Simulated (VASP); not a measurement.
A run of VASP 6.6.1 is set up as follows.

The input INCAR:

```
SYSTEM = Zn3PbO
PREC = Accurate ; ENCUT = 520
EDIFF = 1E-7 ; ISMEAR = -1
SIGMA = 0.15 ; LREAL = .False.
LASPH = .True. ; NELM = 80
ALGO = Normal ; ISIF = 2
LWAVE = .False. ; LCHARG = .False.
GGA = PE ; NBANDS = 36
```

Contents of KPOINTS:

```
regular mesh
0
Gamma
  8 8 8
  0 0 0
```

Contents of POSCAR:

```
Zn3PbO
1.0
    4.3877953840      0.0000000000      0.0000000000
    0.0000000000      4.3877953840      0.0000000000
    0.0000000000      0.0000000000      4.3877953840
Zn Pb O
3 1 1
Direct
    0.0000000000      0.5000000000      0.5000000000
    0.5000000000      0.0000000000      0.5000000000
    0.5000000000      0.5000000000      0.0000000000
    0.0000000000      0.0000000000      0.0000000000
    0.5000000000      0.5000000000      0.5000000000
```

Potentials or basis: VASP PAW PBE potentials, release 64 (Zn, Pb_d, O).

The run is started by

```bash
$ cat potpaw_PBE.64/Zn/POTCAR potpaw_PBE.64/Pb_d/POTCAR potpaw_PBE.64/O/POTCAR > POTCAR
$ mpirun -np 1 vasp_std > vasp.out
```

Question: What does it give for the pressure?

Answer: 1.6 GPa.

Question: Predict the band gap on the k mesh.

Answer: Zero (bands 28 and 29 overlap by 1.01 eV).

Caveat: spin-orbit coupling is left out, which moves the levels of the heavy elements.
